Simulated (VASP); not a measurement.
## HgTe: single point with LDA

Crystal: HgTe.

```
Hg Te
1.0
     0.00000    3.23050    3.23050
     3.23050    0.00000    3.23050
     3.23050    3.23050    0.00000
Hg Te
1 1
Cartesian
  0.0000 0.0000 0.0000
  1.6153 1.6153 1.6153
```

| Item | Value |
| --- | --- |
| Program | VASP 6.6.1 |
| Task | single point |
| Functional | LDA |
| Potentials or basis | VASP PAW LDA potentials, release 64 (Hg, Te) |
| Cutoff | 520 eV |
| k mesh | 8 × 8 × 8 |
| Occupations | gaussian, width 0.01 eV |
| Spin | non-collinear spin, zero start, spin-orbit coupling |
| Starting moments | [[0.0, 0.0, 0.0], [0.0, 0.0, 0.0]] μB |

- Pressure: -0.5 GPa
- Net moment: 0.00 μB per cell
- Valence electrons inside the program's atomic spheres: Hg 10.55; Te 3.38

Moments on the atoms (μB; x, y, z):
```
Hg  0.00 0.00 0.00
Te  0.00 0.00 0.00
```

Run time: 6.5 min on 1 thread of Intel Xeon 8259CL, on a shared host, peak memory 0.37 GiB.
